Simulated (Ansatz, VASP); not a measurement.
# Two plane-wave programs on TiCo

```xyz
2
Lattice="0.0000 2.4261 2.4261 2.4261 0.0000 2.4261 2.4261 2.4261 0.0000" Properties=species:S:1:pos:R:3 pbc="T T T"
Ti    0.0000    0.0000    0.0000
Co    2.4261    2.4261    2.4261
```

Change from the starting cell: species swapped into the MnSe type (Fm-3m, No. 225).

Alike in both runs: functional PBE; k mesh 20 × 20 × 20; occupations gaussian, width 0.1 eV; no spin polarisation.

Ansatz relaxed the structure, and its values are those at the end. VASP's run is a single point on that final structure, the one shown.

|  | VASP | Ansatz |
| --- | --- | --- |
| version | VASP 6.6.1 | Ansatz 0.2.0 |
| potentials or method | VASP PAW PBE potentials, release 64 (Ti_sv, Co), cutoff 520 eV | scalar-relativistic, plane waves, PAW |
| valence electrons in the cell | 21 | 29 |

|  | VASP | Ansatz | Ansatz less VASP |
| --- | --- | --- | --- |
| gap on the k mesh at the Fermi level (eV) | none | none | - |
| pressure (GPa) | -0.3 | 0.0 | +0.32 |

A gap of «none» marks a metal or a gap that the smearing closes. VASP's potentials hold 21 valence electrons a cell and Ansatz's 29, so a difference there can come from the potentials and not from the codes.
